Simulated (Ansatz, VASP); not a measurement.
One calculation of Au, two programs

INCAR

```
PREC = Accurate ; ENCUT = 520
EDIFF = 1E-7 ; ISMEAR = 0
SIGMA = 0.15 ; LREAL = F
LASPH = T ; NELM = 60
ALGO = Fast ; ISIF = 2
LWAVE = F ; LCHARG = F
GGA = PS ; NBANDS = 12
```

The input KPOINTS:

```
Automatic mesh
0
Gamma
  26 26 26
```

The input POSCAR:

```
Au
1.0
    0.0000000000      2.1031924167      2.0113053693
    2.1031924167      0.0000000000      2.0113053693
    2.1031924167      2.1031924167      0.0000000000
Au
1
Direct
    0.0000000000      0.0000000000      0.0000000000
```

Input for Ansatz:

```yaml
crystal:
  lattice:
    - [0.0, 2.1031924167, 2.0113053693]
    - [2.1031924167, 0.0, 2.0113053693]
    - [2.1031924167, 2.1031924167, 0.0]
  atoms:
    - { symbol: Au, position: [0.0, 0.0, 0.0] }
basis:
  ecutwfc: 420
kpoints:
  mp_grid: { grid: [26, 26, 26] }
hamiltonian:
  xc: pbesol
scf:
  occupations: { method: gaussian, width: 0.15 }
output:
  forces: true
  stress: true
  eigenvalues: true
```

Change from the starting cell: strain +0.030 along x and y, -0.015 along z, atoms carried along.

Alike in both runs: task single point; functional PBEsol; k mesh 26 × 26 × 26; occupations gaussian, width 0.15 eV; no spin polarisation.

|  | VASP | Ansatz |
| --- | --- | --- |
| version | VASP 6.6.1 | Ansatz 0.2.0 |
| potentials or method | VASP PAW PBE potentials, release 64 (Au), cutoff 520 eV | scalar-relativistic, plane waves, PAW |
| valence electrons in the cell | 11 | 19 |

|  | VASP | Ansatz | Ansatz less VASP |
| --- | --- | --- | --- |
| gap on the k mesh at the Fermi level (eV) | none | none | - |
| pressure (GPa) | -7.0 | -6.8 | +0.22 |
| traceless stress, the component that is largest in VASP (GPa) | 0.64 | 0.64 | -0.003 |

VASP's potentials were made for PBE, not for PBEsol. A gap of «none» marks a metal or a gap that the smearing closes. With one functional, cell and mesh, what is left measures potentials, basis and numerics. VASP's potentials hold 11 valence electrons a cell and Ansatz's 19, so a difference there can come from the potentials and not from the codes.

Spin-orbit coupling is off throughout.
